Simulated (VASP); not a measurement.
Write the native input for VASP 6.6.1 that does the following.

```yaml
Task: single point
Functional: PBE
Potentials_or_basis: VASP PAW PBE potentials, release 64 (Mn_pv, Hg)
Cutoff: 520 eV
k_mesh: 12 × 12 × 12
Occupations: fermi-dirac, width 0.05 eV
Spin: collinear spin, ferromagnetic start
Starting_moments: "[4.0, 0.0] μB"
Dipole_correction: no
Further_INCAR_settings: ALGO = Normal; EDIFF = 1e-06; NBANDS = 24
```

The structure of MnHg lies in POSCAR:

```
MnHg
1.0
    3.3236786300      0.0000000000      0.0000000000
    0.0000000000      3.3236786300      0.0000000000
    0.0000000000      0.0000000000      3.3236786300
Mn Hg
1 1
Direct
    0.5000000000      0.5000000000      0.5000000000
    0.0000000000      0.0000000000      0.0000000000
```

The input as run:

INCAR

```
ALGO = Normal
EDIFF = 1E-6
ENCUT = 520
GGA = PE
ISIF = 2
ISMEAR = -1
ISPIN = 2
LASPH = T
LCHARG = T
LELF = T
LMAXMIX = 4
LORBIT = 11
LREAL = F
LVHAR = T
LWAVE = F
MAGMOM = 4 0
NBANDS = 24
NELM = 150
PREC = Accurate
SIGMA = 0.05
```

KPOINTS

```
k-points
0
Gamma
  12 12 12
```

Potentials or basis: VASP PAW PBE potentials, release 64 (Mn_pv, Hg).

Command:

```console
$ cat potpaw_PBE.64/Mn_pv/POTCAR potpaw_PBE.64/Hg/POTCAR > POTCAR
$ mpirun -np 1 vasp_std > vasp.out
```

Results of the run:

```
Pressure                                              : 0.4 GPa
Net moment                                            : 3.93 μB per cell
Site moments                                          : Mn +3.85; Hg -0.06 μB
Valence electrons inside the program's atomic spheres : Mn 11.39; Hg 10.58
```

Wall time 99 s on 1 thread of Intel(R) Xeon(R) Platinum 8375C CPU @ 2.90GHz (Ice Lake), on a shared host, peak memory 0.26 GiB.
